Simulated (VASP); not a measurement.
A run of VASP 6.6.1 is set up as follows.

The input POSCAR:

```
AlN
1.0
    2.9824260097      0.0000000000      0.0000000000
   -1.4912130049      2.5828566893      0.0000000000
    0.0000000000      0.0000000000      4.7794478898
Al N
2 2
Direct
    0.3333333333      0.6666666667     -0.0036428645
    0.6666666667      0.3333333333      0.4963571355
    0.3333333333      0.6666666667      0.3786428645
    0.6666666667      0.3333333333      0.8786428645
```

INCAR.step1

```
PREC     = Accurate       # precision mode
ENCUT    = 520            # plane-wave cutoff, eV
EDIFF    = 1E-5           # SCF threshold, eV
ISMEAR   = 0              # smearing method
SIGMA    = 0.01           # smearing width, eV
LREAL    = False          # projectors in reciprocal space
LASPH    = True           # aspherical terms in the spheres
NELM     = 100            # most SCF steps
ALGO     = Normal         # electronic algorithm
ISIF     = 2              # what is computed and relaxed
LWAVE    = True           # write WAVECAR
LCHARG   = False          # write CHGCAR
GGA      = PE             # functional
NBANDS   = 16             # bands
```

INCAR.step2

```
PREC     = Accurate       # precision mode
ENCUT    = 520            # plane-wave cutoff, eV
EDIFF    = 1E-7           # SCF threshold, eV
ISMEAR   = 0              # smearing method
SIGMA    = 0.01           # smearing width, eV
LREAL    = False          # projectors in reciprocal space
LASPH    = True           # aspherical terms in the spheres
NELM     = 100            # most SCF steps
ALGO     = Normal         # electronic algorithm
ISIF     = 2              # what is computed and relaxed
LWAVE    = False          # write WAVECAR
LCHARG   = False          # write CHGCAR
GGA      = PE             # functional
LHFCALC  = True           # exact exchange
HFSCREEN = 0.2079         # screening, 1/A
PRECFOCK = Normal       
ISTART   = 1            
NBANDS   = 16             # bands
```

KPOINTS

```
Automatic mesh
0
Gamma
  6 6 4
```

Potentials or basis: VASP PAW PBE potentials, release 64 (Al, N).

Command:

```sh
$ cat potpaw_PBE.64/Al/POTCAR potpaw_PBE.64/N/POTCAR > POTCAR
$ cp INCAR.step1 INCAR
$ mpirun -np 1 vasp_std > vasp.out
$ cp INCAR.step2 INCAR
$ mpirun -np 1 vasp_std > vasp.out
```

(1) What does it give for the band gap on the k mesh?

(2) What does it give for the largest force?

(3) Predict the pressure.

## Answers

(1) 6.43 eV (least direct gap 6.81 eV).

(2) 0.006 eV/Å.

(3) 31.9 GPa.

Caveat: the cell differs from its parent crystal (strain -4.0%); the cell stands under pressure; the PAW data sets were made with another functional, which shifts forces and pressure a little.
